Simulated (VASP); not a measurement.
# SiC (P6_3mc) in VASP: a series of runs

SiC is run at these levels: PBE, r2SCAN; tasks: electric field gradients.

Everything below comes from runs of VASP 6.6.1. Logs are shortened: lines on timing, memory, paths and dates and some standing lists are left out, and cuts for length are marked.

### 1 The cell of the first run

Symmetry: P6_3mc, No. 186, hexagonal system. The conventional cell has a = 3.095 Å, b = 3.095 Å, c = 15.170 Å, α = 90.00°, β = 90.00°, γ = 120.00°. Si (site symmetry 3m) has 4 C at 1.90 Å within 2.5 Å. Si (site symmetry 3m) has 4 C at 1.90 Å within 2.5 Å. Si (site symmetry 3m) has 4 C at 1.90 Å within 2.5 Å. C (site symmetry 3m) has 4 Si at 1.90 Å within 2.5 Å. Within 2.5 Å of C (site symmetry 3m) lie 4 Si at 1.90 Å. C (site symmetry 3m) has 4 Si at 1.90 Å within 2.5 Å.

### 2 Electric field gradients, PBE

Input file INCAR:

```
  PREC = Accurate
  ENCUT = 520
  EDIFF = 1E-8
  ISMEAR = -1
  SIGMA = 0.02
  LREAL = F
  LASPH = T
  NELM = 60
  ALGO = Normal
  ISIF = 2
  LWAVE = F
  LCHARG = F
  GGA = PE
  LEFG = T
  NBANDS = 36
```

Input file KPOINTS:

```
regular mesh
0
Gamma
  10 10 2
```

Input file POSCAR:

```
SiC
1.0
    3.0950000000      0.0000000000      0.0000000000
   -1.5475000000      2.6803486247      0.0000000000
    0.0000000000      0.0000000000     15.1700000000
Si C
6 6
Direct
    0.0000000000      0.0000000000      0.1250000000
    0.0000000000      0.0000000000      0.6250000000
    0.3333333333      0.6666666667      0.2917000000
    0.6666666667      0.3333333333      0.7917000000
    0.3333333333      0.6666666667      0.9583000000
    0.6666666667      0.3333333333      0.4583000000
    0.0000000000      0.0000000000      0.0000000000
    0.0000000000      0.0000000000      0.5000000000
    0.3333333333      0.6666666667      0.1667000000
    0.6666666667      0.3333333333      0.6667000000
    0.3333333333      0.6666666667      0.8333000000
    0.6666666667      0.3333333333      0.3333000000
```

Potentials or basis: VASP PAW PBE potentials, release 64 (Si, C).

Run with:

```bash
> cat potpaw_PBE.64/Si/POTCAR potpaw_PBE.64/C/POTCAR > POTCAR
> mpirun -np 1 vasp_std > vasp.out
```

OUTCAR:

```text
PREC = Accurate
   ENCUT = 520
   EDIFF = 1E-8
   ISMEAR = -1
   LREAL = F
   LASPH = T
   NELM = 60
   ISIF = 2
   GGA = PE

 ion  position               nearest neighbor table
   1  0.000  0.000  0.125-   9 1.90   9 1.90   9 1.90   7 1.90   5 3.10   3 3.10   3 3.10   5 3.10
                             5 3.10   3 3.10
   2  0.000  0.000  0.625-  10 1.90  10 1.90  10 1.90   8 1.90   6 3.10   4 3.10   6 3.10   4 3.10
                             4 3.10   6 3.10
   3  0.333  0.667  0.292-  12 1.90  12 1.90  12 1.90   9 1.90   6 3.10   6 3.10   6 3.10   1 3.10
                             1 3.10   1 3.10
   4  0.667  0.333  0.792-  11 1.90  11 1.90  11 1.90  10 1.90   5 3.10   5 3.10   5 3.10   2 3.10
                             2 3.10   2 3.10
   5  0.333  0.667  0.958-   7 1.90   7 1.90   7 1.90  11 1.90   4 3.10   4 3.10   4 3.10   1 3.10
                             1 3.10   1 3.10
   6  0.667  0.333  0.458-   8 1.90   8 1.90   8 1.90  12 1.90   3 3.10   3 3.10   3 3.10   2 3.10
                             2 3.10   2 3.10
   7  0.000  0.000  0.000-   5 1.90   5 1.90   5 1.90   1 1.90
   8  0.000  0.000  0.500-   6 1.90   6 1.90   6 1.90   2 1.90
   9  0.333  0.667  0.167-   1 1.90   1 1.90   1 1.90   3 1.90
  10  0.667  0.333  0.667-   2 1.90   2 1.90   2 1.90   4 1.90
  11  0.333  0.667  0.833-   4 1.90   4 1.90   4 1.90   5 1.90
  12  0.667  0.333  0.333-   3 1.90   3 1.90   3 1.90   6 1.90

  LATTYP: Found a hexagonal cell.
 ALAT       =     3.0950000000
 C/A-ratio  =     4.9014539580

  Lattice vectors:

 A1 = (   3.0950000000,   0.0000000000,   0.0000000000)
 A2 = (  -1.5475000000,   2.6803486247,   0.0000000000)
 A3 = (   0.0000000000,   0.0000000000,  15.1700000000)

Analysis of symmetry for initial positions (statically):
=====================================================================
 Subroutine PRICEL returns:
 Original cell was already a primitive cell.

 Routine SETGRP: Setting up the symmetry group for a
 hexagonal supercell.

 Subroutine GETGRP returns: Found 12 space group operations
 (whereof  6 operations were pure point group operations)
 out of a pool of 24 trial point group operations.

The static configuration has the point symmetry C_3v.
 The point group associated with its full space group is C_6v.

Analysis of symmetry for dynamics (positions and initial velocities):
=====================================================================
 Subroutine PRICEL returns:
 Original cell was already a primitive cell.

 Routine SETGRP: Setting up the symmetry group for a
[... 1137 lines left out ...]
     0.000000000  0.000000000 15.170000000     0.000000000  0.000000000  0.065919578

 POSITION                                       TOTAL-FORCE (eV/Angst)
 -----------------------------------------------------------------------------------
      0.00000      0.00000      1.89625         0.000000     -0.000000      0.043135
      0.00000      0.00000      9.48125        -0.000000     -0.000000      0.043135
     -0.00000      1.78690      4.42509         0.000000      0.000000      0.024752
      1.54750      0.89345     12.01009        -0.000000     -0.000000      0.024752
     -0.00000      1.78690     14.53741        -0.000000     -0.000000      0.054069
      1.54750      0.89345      6.95241         0.000000      0.000000      0.054069
      0.00000      0.00000      0.00000        -0.000000     -0.000000     -0.141650
      0.00000      0.00000      7.58500        -0.000000     -0.000000     -0.141650
     -0.00000      1.78690      2.52884         0.000000      0.000000      0.033914
      1.54750      0.89345     10.11384        -0.000000     -0.000000      0.033914
     -0.00000      1.78690     12.64116         0.000000     -0.000000     -0.014220
      1.54750      0.89345      5.05616        -0.000000      0.000000     -0.014220
 -----------------------------------------------------------------------------------
    total drift:                                0.000000      0.000000     -0.000686

  FREE ENERGIE OF THE ION-ELECTRON SYSTEM (eV)
  ---------------------------------------------------
  free  energy   TOTEN  =       -90.3722729454 eV

  energy  without entropy=      -90.3722729454  energy(sigma->0) =      -90.37227295

 Electric field gradients (V/A^2)
---------------------------------------------------------------------
 ion       V_xx      V_yy      V_zz      V_xy      V_xz      V_yz
---------------------------------------------------------------------
   1       0.844     0.844    -1.688    -0.000     0.000    -0.000
   2       0.844     0.844    -1.688    -0.000    -0.000     0.000
   3      -0.661    -0.661     1.321    -0.000     0.000    -0.000
   4      -0.661    -0.661     1.321    -0.000    -0.000     0.000
   5      -0.846    -0.846     1.692    -0.000    -0.000     0.000
   6      -0.846    -0.846     1.692    -0.000     0.000    -0.000
   7      -0.811    -0.812     1.623    -0.000    -0.000     0.000
   8      -0.811    -0.812     1.623    -0.000     0.000    -0.000
   9      -0.192    -0.192     0.383    -0.000     0.000    -0.000
  10      -0.192    -0.192     0.383    -0.000    -0.000     0.000
  11      -0.067    -0.068     0.135    -0.000    -0.000     0.000
  12      -0.067    -0.068     0.135    -0.000     0.000    -0.000
---------------------------------------------------------------------

 Electric field gradients after diagonalization (V/A^2)
 (convention: |V_zz| > |V_xx| > |V_yy|)
----------------------------------------------------------------------
 ion       V_xx      V_yy      V_zz     asymmetry (V_yy - V_xx)/ V_zz
----------------------------------------------------------------------
   1       0.844     0.844    -1.688       0.000
   2       0.844     0.844    -1.688       0.000
   3      -0.661    -0.661     1.321       0.000
   4      -0.661    -0.661     1.321       0.000
   5      -0.846    -0.846     1.692       0.000
   6      -0.846    -0.846     1.692       0.000
   7      -0.812    -0.811     1.623       0.000
   8      -0.812    -0.811     1.623       0.000
   9      -0.192    -0.191     0.383       0.002
  10      -0.192    -0.191     0.383       0.002
  11      -0.068    -0.067     0.135       0.004
  12      -0.068    -0.067     0.135       0.004
----------------------------------------------------------------------

           NMR quadrupolar parameters

 Cq : quadrupolar parameter    Cq=e*Q*V_zz/h
 eta: asymmetry parameters     (V_yy - V_xx)/ V_zz
 Q  : nuclear electric quadrupole moment in mb (millibarn)
----------------------------------------------------------------------
 ion       Cq(MHz)       eta       Q (mb)
----------------------------------------------------------------------
   1      -0.004       0.000       1.000
   2      -0.004       0.000       1.000
   3       0.003       0.000       1.000
   4       0.003       0.000       1.000
   5       0.004       0.000       1.000
   6       0.004       0.000       1.000
   7       0.004       0.000       1.000
   8       0.004       0.000       1.000
   9       0.001       0.002       1.000
  10       0.001       0.002       1.000
  11       0.000       0.004       1.000
  12       0.000       0.004       1.000
----------------------------------------------------------------------
```

OSZICAR:

```text
N       E                     dE             d eps       ncg     rms          rms(c)
DAV:   1     0.120377096600E+03    0.12038E+03   -0.21747E+04  2016   0.120E+03
DAV:   2    -0.894475213118E+02   -0.20982E+03   -0.19712E+03  2692   0.206E+02
DAV:   3    -0.101095622708E+03   -0.11648E+02   -0.11570E+02  2664   0.459E+01
DAV:   4    -0.101271071311E+03   -0.17545E+00   -0.17511E+00  2584   0.650E+00
DAV:   5    -0.101274795792E+03   -0.37245E-02   -0.37217E-02  2580   0.905E-01    0.212E+01
DAV:   6    -0.906445290511E+02    0.10630E+02   -0.31686E+01  2484   0.207E+01    0.946E+00
DAV:   7    -0.904198676916E+02    0.22466E+00   -0.30797E+00  2684   0.667E+00    0.409E+00
DAV:   8    -0.903757561732E+02    0.44112E-01   -0.18794E-01  2448   0.175E+00    0.128E+00
DAV:   9    -0.903714140600E+02    0.43421E-02   -0.27801E-02  2548   0.771E-01    0.184E-01
DAV:  10    -0.903721232155E+02   -0.70916E-03   -0.22916E-03  2536   0.204E-01    0.950E-02
DAV:  11    -0.903722686348E+02   -0.14542E-03   -0.33050E-04  2372   0.981E-02    0.194E-02
DAV:  12    -0.903722709557E+02   -0.23208E-05   -0.13134E-05  2604   0.172E-02    0.845E-03
DAV:  13    -0.903722724484E+02   -0.14927E-05   -0.14713E-06  2456   0.568E-03    0.215E-03
DAV:  14    -0.903722727274E+02   -0.27901E-06   -0.83312E-08  2640   0.163E-03    0.111E-03
DAV:  15    -0.903722728965E+02   -0.16910E-06   -0.67077E-08  2388   0.124E-03    0.574E-04
DAV:  16    -0.903722729920E+02   -0.95443E-07   -0.49216E-09  1608   0.426E-04    0.485E-04
DAV:  17    -0.903722729489E+02    0.43077E-07   -0.46883E-09  1436   0.296E-04    0.943E-05
DAV:  18    -0.903722729454E+02    0.34379E-08   -0.64853E-10  1404   0.164E-04
   1 F= -.90372273E+02 E0= -.90372273E+02  d E =-.153666E-10
```

stdout:

```text
POSCAR found type information on POSCAR SiC
 POSCAR found :  2 types and      12 ions
 scaLAPACK will be used
 LDA part: xc-table for (Slater+PW92), standard interpolation
 POSCAR, INCAR and KPOINTS ok, starting setup
 FFT: planning ... GRIDC
 FFT: planning ... GRID_SOFT
 FFT: planning ... GRID
 WAVECAR not read
 entering main loop
ion   1

ion   2

ion   3

ion   4

ion   5

ion   6

ion   7

ion   8

ion   9

ion  10

ion  11

ion  12
```

It took 75 s on 1 thread of Intel Xeon 6975P-C (Granite Rapids), shared host; peak memory 0.28 GiB.

Results:

| Property | Result |
| --- | --- |
| Free energy | -90.3723 eV |
| Pressure | 0.2 GPa |
| Largest force | 0.142 eV/Å |
| Band gap on the k mesh | 2.02 eV (least direct gap 3.12 eV) |
| Largest electric field gradient by atom | Si -1.7, +1.3, +1.7 (each value once); C +1.6, +0.4, +0.1 (each value once) V/Å² |

Forces on the atoms (eV/Å):
```
Si   0.000  0.000  0.043
Si   0.000  0.000  0.043
Si   0.000  0.000  0.025
Si   0.000  0.000  0.025
Si   0.000  0.000  0.054
Si   0.000  0.000  0.054
C    0.000  0.000 -0.142
C    0.000  0.000 -0.142
C    0.000  0.000  0.034
C    0.000  0.000  0.034
C    0.000  0.000 -0.014
C    0.000  0.000 -0.014
```

Levels at points of the mesh, in eV from the valence-band top:
```csv
k point,band 21,band 22,band 23,band 24,band 25,band 26,band 27,band 28
"(0.00, 0.00, 0.00)",-0.30,-0.05,0.00,0.00,5.04,5.21,5.62,6.13
"(0.50, 0.00, 0.00)",-1.80,-1.77,-1.66,-1.09,2.02,2.20,3.18,3.87
"(0.00, 0.00, 0.50)",-0.10,-0.10,-0.10,-0.10,5.11,5.11,5.85,5.85
"(0.50, 0.00, 0.50)",-1.71,-1.71,-1.30,-1.30,2.06,2.06,3.41,3.41
```

Electric field gradients, principal values (V/Å²):
```
atom   least  middle  greatest (by size)
1 Si   0.844   0.844              -1.688
2 Si   0.844   0.844              -1.688
3 Si  -0.661  -0.661               1.321
4 Si  -0.661  -0.661               1.321
5 Si  -0.846  -0.846               1.692
6 Si  -0.846  -0.846               1.692
 7 C  -0.811  -0.812               1.623
 8 C  -0.811  -0.812               1.623
 9 C  -0.191  -0.192               0.383
10 C  -0.191  -0.192               0.383
11 C  -0.067  -0.068               0.135
12 C  -0.067  -0.068               0.135
```

Caveat: without QUAD_EFG the Cq values of the log hold for a quadrupole moment of 1 mb, not for the nuclei. A k mesh can miss the band edges.

[end of part 1 of 3]
